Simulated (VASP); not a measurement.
# Ir (I4/mmm) in VASP: further runs

The runs below take Ir through single point, relaxation of cell and atoms, with PBE.

Program: VASP 6.6.1. These are calculated values, not measurements. Logs are shortened: lines on timing, memory, paths and dates and some standing lists are left out, and cuts for length are marked.

### 1 The cell of the first run

It takes space group I4/mmm (No. 139, tetragonal). The conventional cell has a = 2.734 Å, b = 2.734 Å, c = 8.583 Å, α = 90.00°, β = 90.00°, γ = 90.00°. Within 3.3 Å of Ir (site symmetry 4mm) lie 9 Ir at 2.47 to 2.73 Å.

### 2 Single point, PBE

File INCAR:

```
SYSTEM = Ir
PREC = Accurate ; ENCUT = 520
EDIFF = 1E-6 ; ISMEAR = 0
SIGMA = 0.1 ; LREAL = .FALSE.
LASPH = .TRUE. ; NELM = 60
ALGO = Fast ; ISIF = 2
LWAVE = .FALSE. ; LCHARG = .TRUE.
GGA = PE ; LELF = .TRUE.
LVHAR = .TRUE. ; NBANDS = 16
```

File KPOINTS:

```
Automatic mesh
0
G
  28 28 28
  0 0 0
```

File POSCAR:

```
Ir
1.0
   -1.3671579787      1.3671579787      4.2915895249
    1.3671579787     -1.3671579787      4.2915895249
    1.3671579787      1.3671579787     -4.2915895249
Ir
2
Direct
    0.8562249352      0.8562249352      0.0000000000
    0.1437750648      0.1437750648      0.0000000000
```

Potentials or basis: VASP PAW PBE potentials, release 64 (Ir).

Started as:

```
cat potpaw_PBE.64/Ir/POTCAR > POTCAR
mpirun -np 1 vasp_std > vasp.out
```

OUTCAR:

```text
SYSTEM = Ir
   PREC = Accurate
   ENCUT = 520
   EDIFF = 1E-6
   ISMEAR = 0
   LREAL = .FALSE.
   LASPH = .TRUE.
   NELM = 60
   ISIF = 2
   GGA = PE

 ion  position               nearest neighbor table
   1  0.856  0.856  0.000-   2 2.47   2 2.66   2 2.66   2 2.66   2 2.66
   2  0.144  0.144  0.000-   1 2.47   1 2.66   1 2.66   1 2.66   1 2.66

  LATTYP: Found a body centered tetragonal cell.
 ALAT       =     2.7343159574
 C/A-ratio  =     3.1390589762

  Lattice vectors:

 A1 = (  -1.3671579787,   1.3671579787,   4.2915895249)
 A2 = (   1.3671579787,  -1.3671579787,   4.2915895249)
 A3 = (   1.3671579787,   1.3671579787,  -4.2915895249)

Analysis of symmetry for initial positions (statically):
=====================================================================
 Subroutine PRICEL returns:
 Original cell was already a primitive cell.

 Routine SETGRP: Setting up the symmetry group for a
 body centered tetragonal supercell.

 Subroutine GETGRP returns: Found 16 space group operations
 (whereof 16 operations were pure point group operations)
 out of a pool of 16 trial point group operations.

The static configuration has the point symmetry D_4h.

Analysis of symmetry for dynamics (positions and initial velocities):
=====================================================================
 Subroutine PRICEL returns:
 Original cell was already a primitive cell.

 Routine SETGRP: Setting up the symmetry group for a
 body centered tetragonal supercell.

 Subroutine GETGRP returns: Found 16 space group operations
 (whereof 16 operations were pure point group operations)
 out of a pool of 16 trial point group operations.

The dynamic configuration has the point symmetry D_4h.

 Subroutine INISYM returns: Found 16 space group operations
 (whereof 16 operations are pure point group operations),
 and found     1 'primitive' translations

----------------------------------------------------------------------------------------

                                     Primitive cell

  volume of cell :      32.0860

  direct lattice vectors                    reciprocal lattice vectors
    -1.367157979  1.367157979  4.291589525     0.000000000  0.365722183  0.116506949
     1.367157979 -1.367157979  4.291589525     0.365722183  0.000000000  0.116506949
     1.367157979  1.367157979 -4.291589525     0.365722183  0.365722183  0.000000000

  length of vectors
     4.707014184  4.707014184  4.707014184     0.383831453  0.383831453  0.517209271

[... 74 lines left out ...]
   ISPIN  =      1    spin polarized calculation?
   LNONCOLLINEAR =      F non collinear calculations
   LSORBIT =      F    spin-orbit coupling
   LASPH  =      T    aspherical Exc in radial PAW
   ENCUT  =  520.0 eV  38.22 Ry    6.18 a.u.   8.75  8.75  8.75*2*pi/ulx,y,z
   NELM   =     60;   NELMIN=  2; NELMDL= -5     # of ELM steps
   EDIFF  = 0.1E-05   stopping-criterion for ELM
   LREAL  =      F    real-space projection
   EDIFFG = 0.1E-04   stopping-criterion for IOM
   NSW    =      0    number of steps for IOM
   IBRION =     -1    ionic relax: 0-MD 1-quasi-New 2-CG
   NFREE  =      0    steps in history (QN), initial steepest desc. (CG)
   ISIF   =      2    stress and relaxation
   ISYM   =      2    0-nonsym 1-usesym 2-fastsym
   POTIM  = 0.5000    time-step for ionic-motion
   TEBEG  =    0.0;   TEEND  =   0.0 temperature during run
   PSTRESS=    0.0 pullay stress
   NELECT =      18.0000    total number of electrons
   NUPDOWN=      -1.0000    fix difference up-down
   EMIN   =  10.00;   EMAX   =-10.00  energy-range for DOS
   EFERMI =   0.00;   METHOD = LEGACY
   ISMEAR =     0;   SIGMA  =   0.10  broadening in eV -4-tet -1-fermi 0-gaus
   EFERMI_NEDOS =   21; number of points for ismear=-14 and -15
   IALGO  =     68    algorithm
   IMIX   =      4    mixing-type and parameters
     AMIX     =   0.40;   BMIX     =  1.00
     AMIX_MAG =   1.60;   BMIX_MAG =  1.00
  volume/ion in A,a.u.               =      16.04       108.26
  Fermi-wavevector in a.u.,A,eV,Ry     =   1.350187  2.551483 24.803475  1.823004
  Thomas-Fermi vector in A             =   2.477712
   LORBIT       =      0    0 simple, 1 ext, 2 COOP (PROOUT), +10 PAW based schemes
   GGA     = PE    functional components
   LHFCALC =     F    Hartree Fock is set to
   AEXX    =    0.0000 exact exchange contribution
   IVDW    =     0    specifies the selected vdW correction
   LEPSILON=     F    determine dielectric tensor
   LRPA    =     F    only Hartree local field effects (RPA)
 non-spin polarized calculation
 RMM-DIIS sequential band-by-band and
 Gauss-broadening in eV      SIGMA  =   0.10
  energy-cutoff  :      520.00
  volume of cell :       32.09
 maximum number of plane-waves:       879
   NGX = 17   NGY = 17   NGZ = 17

 number of electron      18.0000000 magnetization

 Free energy of the ion-electron system (eV)
  ---------------------------------------------------
  ext. energy  EPLUGINS =         0.00000000
  ---------------------------------------------------
  free energy    TOTEN  =       -16.94586684 eV

  energy without entropy =      -16.93596026  energy(sigma->0) =      -16.94091355

 E-fermi :   8.4544     XC(G=0): -13.1104

 val. band max:        8.4536880594   @ k =   0.5000   0.5000   0.2857
 cond. band min:       8.4548016376   @ k =  -0.4643   0.4643   0.3929
 fundamental gap:      0.0011135782
 Fermi energy:         8.4543567538

 k-point     1 :       0.0000    0.0000    0.0000
  band No.  band energies     occupation
      1      -1.5383      2.00000
      2       2.0337      2.00000
      3       2.2928      2.00000
      4       3.9479      2.00000
      5       4.5467      2.00000
      6       6.3259      2.00000
[... 433 lines left out ...]
      3       3.3367      2.00000
      4       4.2980      2.00000
      5       5.0557      2.00000
      6       5.4846      2.00000
[... 8 lines left out ...]
     15      20.2607      0.00000
     16      24.9752      0.00000

 [... further k-points ...]
[... 5 lines left out ...]
  --------------------------------------------------------------------------------------
  -------------------------------------------------------------------------------------
  Total        0.0584025      0.0584025      0.0695904      0.0000000      0.0000000      0.0000000
  in kB        2.9162593      2.9162593      3.4749170      0.0000000      0.0000000      0.0000000
  external PRESSURE =       3.1024786 kB  Pullay stress =       0.0000000 kB

 VOLUME and BASIS-vectors are now :
 -----------------------------------------------------------------------------
  energy-cutoff  :      520.00
  volume of cell :       32.09
      direct lattice vectors                 reciprocal lattice vectors
    -1.367157979  1.367157979  4.291589525     0.000000000  0.365722183  0.116506949
     1.367157979 -1.367157979  4.291589525     0.365722183  0.000000000  0.116506949
     1.367157979  1.367157979 -4.291589525     0.365722183  0.365722183  0.000000000

 POSITION                                       TOTAL-FORCE (eV/Angst)
 -----------------------------------------------------------------------------------
      0.00000      0.00000      7.34913        -0.000000     -0.000000      0.032206
      0.00000      0.00000      1.23405         0.000000      0.000000     -0.032206
 -----------------------------------------------------------------------------------
    total drift:                                0.000000      0.000000     -0.000000

  FREE ENERGIE OF THE ION-ELECTRON SYSTEM (eV)
  ---------------------------------------------------
  free  energy   TOTEN  =       -16.9458668376 eV

  energy  without entropy=      -16.9359602592  energy(sigma->0) =      -16.94091355
```

OSZICAR:

```text
N       E                     dE             d eps       ncg     rms          rms(c)
DAV:   1     0.135690474338E+03    0.13569E+03   -0.82807E+03 52472   0.111E+03
DAV:   2    -0.142199635289E+02   -0.14991E+03   -0.13477E+03 52464   0.298E+02
DAV:   3    -0.179574915535E+02   -0.37375E+01   -0.36881E+01 73880   0.554E+01
DAV:   4    -0.179977045555E+02   -0.40213E-01   -0.40206E-01 60104   0.497E+00
DAV:   5    -0.179988154999E+02   -0.11109E-02   -0.11109E-02 74672   0.861E-01    0.182E+01
RMM:   6    -0.170853516045E+02    0.91346E+00   -0.11024E+00 52580   0.114E+01    0.718E+00
RMM:   7    -0.169524631243E+02    0.13289E+00   -0.49569E-01 53823   0.509E+00    0.214E+00
RMM:   8    -0.169481776516E+02    0.42855E-02   -0.62383E-02 58904   0.291E+00    0.114E+00
RMM:   9    -0.169471596012E+02    0.10181E-02   -0.13237E-02 60258   0.750E-01    0.472E-01
RMM:  10    -0.169458092014E+02    0.13504E-02   -0.69210E-03 55599   0.104E+00    0.859E-02
RMM:  11    -0.169458606137E+02   -0.51412E-04   -0.70628E-04 65736   0.223E-01    0.503E-02
RMM:  12    -0.169458765444E+02   -0.15931E-04   -0.16283E-04 61371   0.793E-02    0.372E-02
RMM:  13    -0.169458687816E+02    0.77628E-05   -0.28658E-05 58285   0.441E-02    0.182E-02
RMM:  14    -0.169458667895E+02    0.19921E-05   -0.70206E-06 59539   0.201E-02    0.475E-03
RMM:  15    -0.169458668376E+02   -0.48102E-07   -0.16115E-06 37644   0.934E-03
   1 F= -.16945867E+02 E0= -.16940914E+02  d E =-.990658E-02
```

Run time: 55 min. Hardware: 1 thread of AMD EPYC 7R43 (Zen 3), shared host; peak memory 0.77 GiB.

What came out:

```yaml
Free_energy: -16.9459 eV
Pressure: 0.3 GPa
Largest_force: 0.032 eV/Å
Band_gap_on_the_k_mesh: zero (bands 9 and 10 overlap by 2.53 eV)
```

Forces on the atoms (eV/Å):
```
Ir   0.000  0.000  0.032
Ir   0.000  0.000 -0.032
```

Caveat: spin-orbit coupling is left out, which moves the levels of the heavy elements.

### 3 Single point, PBE

This run uses another cell than the first one: it holds 1 atom, not 2.

File INCAR:

```
SYSTEM = Ir
  PREC = Accurate
  ENCUT = 520
  EDIFF = 1E-6
  ISMEAR = 0
  SIGMA = 0.1
  LREAL = .FALSE.
  LASPH = .TRUE.
  NELM = 80
  ALGO = Fast
  ISIF = 2
  LWAVE = .FALSE.
  LCHARG = .FALSE.
  GGA = PE
  NBANDS = 10
```

File KPOINTS:

```
regular mesh
0
G
  26 26 26
  0 0 0
```

File POSCAR:

```
Ir
1.0
   -1.6754442705      1.6754442705      1.3329484082
    1.6754442705     -1.6754442705      1.3329484082
    1.6754442705      1.6754442705     -1.3329484082
Ir
1
Direct
    0.0000000000      0.0000000000      0.0000000000
```

Potentials or basis: VASP PAW PBE potentials, release 64 (Ir).

Started as:

```
cat potpaw_PBE.64/Ir/POTCAR > POTCAR
mpirun -np 1 vasp_std > vasp.out
```

Run time: 3.9 min. Hardware: 1 thread of Intel Xeon 8259CL, shared host; peak memory 0.32 GiB.

The run converged. Its results:

```
Free energy            : -8.5323 eV
Pressure               : 0.7 GPa
Band gap on the k mesh : zero (an odd number of electrons rules out a gap without spin polarisation)
```

Stress tensor (GPa, compression positive):
```
0.64 0.00 0.00
0.00 0.64 0.00
0.00 0.00 0.84
```

Levels at points of the mesh, in eV from the Fermi level:
```tsv
k point	band 1	band 2	band 3	band 4	band 5	band 6	band 7	band 8
(0.00, 0.00, 0.00)	-10.15	-4.61	-2.81	-2.04	-2.04	0.74	15.66	15.66
(0.50, 0.00, 0.00)	-6.98	-5.70	-0.76	0.96	1.69	1.83	8.84	12.74
(0.50, 0.50, 0.00)	-7.39	-2.98	-2.87	-0.80	-0.72	1.89	6.50	15.18
(0.50, 0.50, 0.50)	-6.89	-6.57	1.43	1.43	2.11	5.74	5.74	13.22
```

Caveat: spin-orbit coupling is left out, which moves the levels of the heavy elements.

### 4 Relaxation of cell and atoms, PBE

This run uses another cell than the first one: it holds 1 atom, not 2.

File INCAR:

```
SYSTEM = Ir
ALGO = Fast
EDIFF = 1E-6
EDIFFG = -0.01
ENCUT = 600
GGA = PE
IBRION = 2
ISIF = 3
ISMEAR = 0
LASPH = .TRUE.
LCHARG = .FALSE.
LREAL = .FALSE.
LWAVE = .FALSE.
NELM = 60
NSW = 100
PREC = Accurate
SIGMA = 0.1
```

File KPOINTS:

```
k-points
0
G
  26 26 26
  0 0 0
```

File POSCAR:

```
Ir
1.0
   -1.6782589529      1.6782589529      1.3286591012
    1.6782589529     -1.6782589529      1.3286591012
    1.6782589529      1.6782589529     -1.3286591012
Ir
1
Direct
    0.0000000000      0.0000000000      0.0000000000
```

Started as:

```
cat potpaw_PBE.64/Ir/POTCAR > POTCAR
mpirun -np 1 vasp_std > vasp.out
```

Wall time 11 min (1 thread of Intel Xeon 8259CL, shared host); peak memory 0.37 GiB.

Results (log left out):

| Item | Value |
| --- | --- |
| Free energy | -8.5325 eV |
| Relaxed volume | 14.99 Å³/atom |
| Relaxed cell | a = 2.720 Å, b = 2.720 Å, c = 2.720 Å, α = 103.92°, β = 103.92°, γ = 121.26° |
| Space group after relaxing (to 0.1 Å) | I4/mmm (No. 139) |
| Energy gained by relaxing | 0.4 meV/atom |
| Ionic steps | 5 |
| Pressure after relaxing | -0.1 GPa |
| Band gap on the k mesh | zero (an odd number of electrons rules out a gap without spin polarisation) |

The path:
```csv
step,energy change (eV),largest force (eV/Å),pressure (GPa),volume (Å³)
1,0.0000,0.0000,0.80,14.97
2,0.0017,0.0000,-3.25,15.13
3,-0.0004,0.0000,-0.45,15.02
4,-0.0003,0.0000,0.59,14.96
5,-0.0004,0.0000,-0.07,14.99
```

Final structure:
```
Ir
1.0
    -1.67612    1.67612    1.33389
     1.67612   -1.67612    1.33389
     1.67612    1.67612   -1.33389
Ir
1
Direct
  0.00000 0.00000 0.00000
```

Levels at points of the mesh, in eV from the Fermi level:
```tsv
k point	band 1	band 2	band 3	band 4	band 5	band 6	band 7	band 8
(0.00, 0.00, 0.00)	-10.14	-4.60	-2.80	-2.04	-2.04	0.74	15.66	15.66
(0.50, 0.00, 0.00)	-6.97	-5.68	-0.76	0.96	1.68	1.83	8.82	12.74
(0.50, 0.50, 0.00)	-7.38	-2.98	-2.86	-0.79	-0.72	1.88	6.49	15.18
(0.50, 0.50, 0.50)	-6.88	-6.55	1.42	1.42	2.11	5.73	5.73	13.19
```

Caveat: spin-orbit coupling is left out, which moves the levels of the heavy elements.

### 5 Overview

| task | cell | k mesh | cutoff (eV) | gap on the mesh (eV) | pressure (GPa) |
| --- | --- | --- | --- | --- | --- |
| single point | a = 4.707 Å, angles 146.2, 146.2, 48.5°, 2 atoms, atomic positions A | 28 × 28 × 28 | 520 | none | 0.3 |
| single point | a = 2.719 Å, angles 103.9, 103.9, 121.3°, 1 atom, atomic positions B | 26 × 26 × 26 | 520 | none | 0.7 |
| relaxation of cell and atoms | relaxed from a = 2.720 Å, angles 103.8, 103.8, 121.5°, 1 atom, atomic positions B | 26 × 26 × 26 | 600 | none | -0.1 |

Alike in all rows: level PBE; potentials or basis VASP PAW PBE potentials, release 64 (Ir); no spin polarisation; smearing gaussian 0.1 eV.

Caveats: spin-orbit coupling is left out, which moves the levels of the heavy elements.

Absolute energies hang on the potentials; compare differences alone.
